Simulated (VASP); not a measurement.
Runs of VASP 6.6.1 on P. The structure is that of space group Cmce (No. 64), or close to it. The cells are those of the table. 

| cell | gap on the mesh (eV) | pressure (GPa) | largest force (eV/Å) |
| --- | --- | --- | --- |
| a = 5.658, b = 5.658, c = 3.739 Å, angles 90.0, 90.0, 143.9°, 4 atoms | none | (b) | 1.22 |
| a = 5.044, b = 5.044, c = 4.705 Å, angles 90.0, 90.0, 143.9°, 4 atoms | none | 1.2 | 1.78 |
| a = 5.192, b = 5.192, c = 4.440 Å, angles 90.0, 90.0, 143.9°, 4 atoms | none | 0.4 | 0.94 |
| a = 5.433, b = 5.433, c = 4.055 Å, angles 90.0, 90.0, 143.9°, 4 atoms | none | -0.7 | 0.35 |
| a = 5.511, b = 5.511, c = 3.942 Å, angles 90.0, 90.0, 143.9°, 4 atoms | none | (a) | 0.71 |

Alike in all rows: task single point; level PBE+D3(BJ); potentials or basis VASP PAW PBE potentials, release 64 (P); no spin polarisation; k mesh 16 × 16 × 12; cutoff (eV) 520; smearing gaussian 0.15 eV.

**Question.** Estimate the missing entries.

**Answer.** (a) -1.1; (b) -1.7.

Caveats: forces of over 1 eV/Å act on the atoms, so gaps and moduli don't describe the material at rest (at least some runs); the stress differs along the axes, from -9 to 7 GPa (at least some runs); the stress differs along the axes, from -13 to 11 GPa (at least some runs); the stress differs along the axes, from -7 to 6 GPa (at least some runs); the stress differs along the axes, from -5 to 4 GPa (at least some runs).

A gap of «none» marks levels without a gap at the run's occupations.
